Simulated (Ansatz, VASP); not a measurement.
KF in VASP and in Ansatz

```
CELL_PARAMETERS angstrom
-0.10919 2.52829 2.52829
2.52829 -0.10919 2.52829
2.52829 2.52829 -0.10919
ATOMIC_POSITIONS crystal
K 0.00000 0.00000 0.00000
F 0.50000 0.50000 0.50000
```

Alike in both runs: task single point; functional LDA; k mesh 8 × 8 × 8; occupations gaussian, width 0.05 eV; no spin polarisation.

|  | VASP | Ansatz |
| --- | --- | --- |
| version | VASP 6.6.1 | Ansatz 0.2.0 |
| potentials or method | VASP PAW LDA potentials, release 64 (K_sv, F), cutoff 520 eV | scalar-relativistic, plane waves, PAW |
| valence electrons in the cell | 16 | 16 |

|  | VASP | Ansatz | Ansatz less VASP |
| --- | --- | --- | --- |
| gap on the k mesh at the Fermi level (eV) | 6.29 | 6.31 | +0.019 |
| least direct gap on the mesh (eV) | 6.29 | 6.31 | +0.019 |
| pressure (GPa) | 0.1 | -0.1 | -0.24 |
| traceless stress, the component that is largest in VASP (GPa) | 0.48 | 0.50 | +0.014 |

LDA's correlation is that of Perdew and Zunger in VASP and of Perdew and Wang (1992) in Ansatz.
